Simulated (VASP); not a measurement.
Write the native input for VASP 6.6.1 that does the following.

```yaml
Task: single point
Functional: PBEsol
Potentials_or_basis: VASP PAW PBE potentials, release 64 (Mn_pv, Sn_d)
Cutoff: 520 eV
k_mesh: 8 × 8 × 8
Occupations: gaussian, width 0.1 eV
Spin: no spin polarisation
Dipole_correction: no
Further_INCAR_settings: ALGO = Fast; EDIFF = 1e-06; NBANDS = 50
```

The structure of MnSn2 lies in POSCAR:

```
MnSn2
1.0
   -3.3230000000      3.3230000000      2.7125000000
    3.3230000000     -3.3230000000      2.7125000000
    3.3230000000      3.3230000000     -2.7125000000
Mn Sn
2 4
Direct
    0.7500000000      0.7500000000      0.0000000000
    0.2500000000      0.2500000000      0.0000000000
    0.1590000000      0.6590000000      0.8180000000
    0.6590000000      0.8410000000      0.5000000000
    0.8410000000      0.3410000000      0.1820000000
    0.3410000000      0.1590000000      0.5000000000
```

One way to write it, as run:

INCAR

```
PREC = Accurate
ENCUT = 520
EDIFF = 1E-6
ISMEAR = 0
SIGMA = 0.1
LREAL = F
LASPH = T
NELM = 80
ALGO = Fast
ISIF = 2
LWAVE = F
LCHARG = F
GGA = PS
NBANDS = 50
```

KPOINTS

```
Automatic mesh
0
Gamma
  8 8 8
```

Potentials or basis: VASP PAW PBE potentials, release 64 (Mn_pv, Sn_d).

Run with:

```sh
$ cat potpaw_PBE.64/Mn_pv/POTCAR potpaw_PBE.64/Sn_d/POTCAR > POTCAR
$ mpirun -np 1 vasp_std > vasp.out
```

It gave:

| Item | Value |
| --- | --- |
| Pressure | -10.0 GPa |
| Largest force | 0.350 eV/Å |
| Band gap on the k mesh | zero (bands 41 and 42 overlap by 0.52 eV) |

Caveat: the cell stands under tension; the PAW data sets were made with another functional, which shifts forces and pressure a little; spin-orbit coupling is left out, which moves the levels of the heavy elements; the run has no spin polarisation, though such a crystal can be magnetic.

It took 3.9 min on 1 thread of AMD EPYC 9R45 96-Core Processor (Zen 5), with other jobs on the host, peak memory 0.39 GiB.
